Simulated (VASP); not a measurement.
Crystal: TaN (WC type).

```
CELL_PARAMETERS angstrom
2.86698 0.00000 0.00000
-1.43349 2.48288 0.00000
0.00000 0.00000 2.80964
ATOMIC_POSITIONS crystal
Ta 0.00000 0.00000 0.00000
N 0.33333 0.66667 0.50000
```

```yaml
Program: VASP 6.6.1
Task: relaxation of cell and atoms
Functional: PBE
Potentials_or_basis: VASP PAW PBE potentials, release 64 (Ta_pv, N)
Cutoff: 600 eV
k_mesh: 15 × 15 × 13
Occupations: fermi-dirac, width 0.05 eV
Spin: no spin polarisation
```

At the start: pressure 37.1 GPa; volume 10.00 Å³/atom.

Question: Where does the relaxation end?

Answer: Over 13 steps the energy falls by 100.8 meV/atom and the volume is 10.94 Å³/atom (+9.4 %); space group P-6m2 (No. 187, to 0.1 Å) before and after.

Step by step:
```tsv
step	energy change (eV)	largest force (eV/Å)	pressure (GPa)	volume (Å³)
1	0.0000	0.0000	37.12	20.00
2	0.8132	0.0000	-46.81	27.48
3	-0.1999	0.0000	-2.64	22.05
4	-0.2014	0.0000	-0.27	21.89
5	-0.2014	0.0000	0.30	21.86
6	-0.2015	0.0000	0.25	21.87
7	-0.2016	0.0000	0.30	21.86
8	-0.2016	0.0000	0.28	21.86
9	-0.2015	0.0000	0.33	21.86
10	-0.2016	0.0000	0.29	21.86
11	-0.2016	0.0000	0.30	21.86
12	-0.2015	0.0000	-0.42	21.91
13	-0.2016	0.0000	-0.01	21.88
```

Final structure:
```
Ta N
1.0
     2.95169    0.00000    0.00000
    -1.47585    2.55624    0.00000
     0.00000    0.00000    2.89976
Ta N
1 1
Cartesian
  0.0000 0.0000 0.0000
  0.0000 1.7042 1.4499
```
